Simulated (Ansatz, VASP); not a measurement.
**TaN: VASP beside Ansatz**

Contents of INCAR:

```
  ALGO = Normal
  EDIFF = 1E-7
  ENCUT = 520
  GGA = PE
  ISIF = 2
  ISMEAR = 0
  LASPH = T
  LCHARG = F
  LREAL = F
  LWAVE = F
  NBANDS = 15
  NELM = 100
  PREC = Accurate
  SIGMA = 0.15
```

File KPOINTS:

```
k-points
0
Gamma
  24 24 24
```

The input POSCAR:

```
TaN
1.0
    0.0000000000      2.2086347786      2.2086347786
    2.2086347786      0.0000000000      2.2086347786
    2.2086347786      2.2086347786      0.0000000000
Ta N
1 1
Direct
    0.5594258504      0.5594258504      0.4405741496
    0.0000000000      0.0000000000      0.0000000000
```

Input for Ansatz:

```yaml
crystal:
  lattice:
    - [0.0, 2.2086347786, 2.2086347786]
    - [2.2086347786, 0.0, 2.2086347786]
    - [2.2086347786, 2.2086347786, 0.0]
  atoms:
    - { symbol: Ta, position: [0.5594258504, 0.5594258504, 0.4405741496] }
    - { symbol: "N", position: [0.0, 0.0, 0.0] }
basis:
  ecutwfc: 420
kpoints:
  mp_grid: { grid: [24, 24, 24] }
hamiltonian:
  xc: pbe
scf:
  occupations: { method: gaussian, width: 0.15 }
output:
  forces: true
  stress: true
  eigenvalues: true
```

Change from the starting cell: all Ta atoms moved +0.263 Å, as atom 1 along Cartesian [0 0 1].

Alike in both runs: task single point; functional PBE; k mesh 24 × 24 × 24; occupations gaussian, width 0.15 eV; no spin polarisation.

|  | VASP | Ansatz |
| --- | --- | --- |
| version | VASP 6.6.1 | Ansatz 0.2.0 |
| potentials or method | VASP PAW PBE potentials, release 64 (Ta_pv, N), cutoff 520 eV | scalar-relativistic, plane waves, PAW |
| valence electrons in the cell | 16 | 18 |

|  | VASP | Ansatz | Ansatz less VASP |
| --- | --- | --- | --- |
| gap on the k mesh at the Fermi level (eV) | none | none | - |
| pressure (GPa) | 12.5 | 11.5 | -0.97 |
| traceless stress, the component that is largest in VASP (GPa) | 21.61 | 21.15 | -0.458 |
| rms of the force components (eV/Å) | 1.664 | 1.634 | -0.0294 |

Atom by atom the forces differ by 0.029 eV/Å (rms over components). A gap of «none» marks a metal or a gap that the smearing closes. VASP's potentials hold 16 valence electrons a cell and Ansatz's 18, so a difference there can come from the potentials and not from the codes.

Spin-orbit coupling is off throughout.
